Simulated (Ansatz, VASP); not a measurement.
**Two plane-wave programs on TePb**

POSCAR

```
TePb
1.0
    0.0000000000      3.2270000000      3.1463250000
    3.2270000000      0.0000000000      3.1463250000
    3.2270000000      3.2270000000      0.0000000000
Te Pb
1 1
Direct
    0.5000000000      0.5000000000      0.5000000000
    0.0000000000      0.0000000000      0.0000000000
```

The input INCAR.step1:

```
PREC = Accurate
ENCUT = 520
ISMEAR = 0
SIGMA = 0.05
LREAL = F
LASPH = T
NELM = 60
NBANDS = 17
GGA = PE
ALGO = Normal
EDIFF = 1E-4
LWAVE = T
LCHARG = F
```

Contents of INCAR.step2:

```
PREC = Accurate
ENCUT = 520
EDIFF = 1E-6
ISMEAR = 0
SIGMA = 0.05
LREAL = F
LASPH = T
NELM = 60
ALGO = Normal
ISIF = 2
LWAVE = F
LCHARG = F
METAGGA = R2SCAN
LMIXTAU = T
NBANDS = 17
ISTART = 1
```

File KPOINTS:

```
regular mesh
0
Gamma
  8 8 8
```

Input for Ansatz:

```yaml
crystal:
  lattice:
    - [0.0, 3.227, 3.146325]
    - [3.227, 0.0, 3.146325]
    - [3.227, 3.227, 0.0]
  atoms:
    - { symbol: Te, position: [0.5, 0.5, 0.5] }
    - { symbol: Pb, position: [0.0, 0.0, 0.0] }
basis:
  ecutwfc: 500
kpoints:
  mp_grid: { grid: [8, 8, 8] }
hamiltonian:
  xc: r2scan
scf:
  occupations: { method: gaussian, width: 0.05 }
output:
  forces: true
  stress: true
  eigenvalues: true
```

Change from the starting cell: strain +0.000 along x and y, -0.025 along z, atoms carried along.

Alike in both runs: task single point; functional r2SCAN; k mesh 8 × 8 × 8; occupations gaussian, width 0.05 eV; no spin polarisation.

|  | VASP | Ansatz |
| --- | --- | --- |
| version | VASP 6.6.1 | Ansatz 0.2.0 |
| potentials or method | VASP PAW PBE potentials, release 64 (Te, Pb_d), cutoff 520 eV | scalar-relativistic, plane waves, PAW |
| valence electrons in the cell | 20 | 30 |

Ansatz gave:

- gap on the k mesh at the Fermi level (eV): 0.90
- least direct gap on the mesh (eV): 0.90
- pressure (GPa): 3.1
- traceless stress, the component that is largest in VASP (GPa): 2.52

Question: Which values does VASP return?

Answer: gap on the k mesh at the Fermi level (eV): 0.91; least direct gap on the mesh (eV): 0.91; pressure (GPa): 3.1; traceless stress, the component that is largest in VASP (GPa): 2.52.

VASP's potentials were made for PBE, not for r2SCAN. The functional is the same, so the differences come from potentials, cutoffs and numerics. VASP's potentials hold 20 valence electrons a cell and Ansatz's 30, so a difference there can come from the potentials and not from the codes.

Neither program's run includes spin-orbit coupling.
